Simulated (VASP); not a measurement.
Wanted: the native input for a VASP 6.6.1 run.

```yaml
Task: relaxation of shape and atoms at fixed volume
Functional: PBE
Dispersion: D3(BJ)
Potentials_or_basis: VASP PAW PBE potentials, release 64 (Pb_d)
Cutoff: 600 eV
k_mesh: 14 × 14 × 8
Occupations: gaussian, width 0.1 eV
Spin: no spin polarisation
Dipole_correction: no
Further_INCAR_settings: ALGO = Fast; EDIFF = 1e-06; IBRION = 2; EDIFFG = -0.01; NSW = 50; ISIF = 4
```

The structure of Pb lies in POSCAR:

```
Pb
1.0
    3.0168880571     -1.7728148031     -0.4989182306
    3.0168880571      1.7728148031     -0.4989182306
   -3.1011359319      0.0000000000      6.3780807581
Pb
2
Direct
    0.0000055663      0.0000055663      0.2500010374
    0.9999944337      0.9999944337      0.7499989626
```

These files were run (other wordings do the same):

INCAR

```
ALGO = Fast ; EDIFF = 1E-6
EDIFFG = -0.01 ; ENCUT = 600
GGA = PE ; IBRION = 2
ISIF = 4 ; ISMEAR = 0
IVDW = 12 ; LASPH = T
LCHARG = F ; LREAL = F
LWAVE = F ; NELM = 100
NSW = 50 ; PREC = Accurate
SIGMA = 0.1
```

KPOINTS

```
k-points
0
Gamma
  14 14 8
```

Potentials or basis: VASP PAW PBE potentials, release 64 (Pb_d).

Command:

```sh
$ cat potpaw_PBE.64/Pb_d/POTCAR > POTCAR
$ mpirun -np 1 vasp_std > vasp.out
```

It gave:

```yaml
Pressure_after_relaxing: -1.2 GPa
Band_gap_on_the_k_mesh: zero (bands 14 and 15 overlap by 6.90 eV)
Dispersion_energy_per_atom: -0.396 eV
```

Caveat: the relaxation stopped at its first step, so nothing moved; spin-orbit coupling is left out, which moves the levels of the heavy elements.

It took 13 min on 1 thread of Oxide Virtual Turin-like Processor (shared host), peak memory 0.56 GiB.
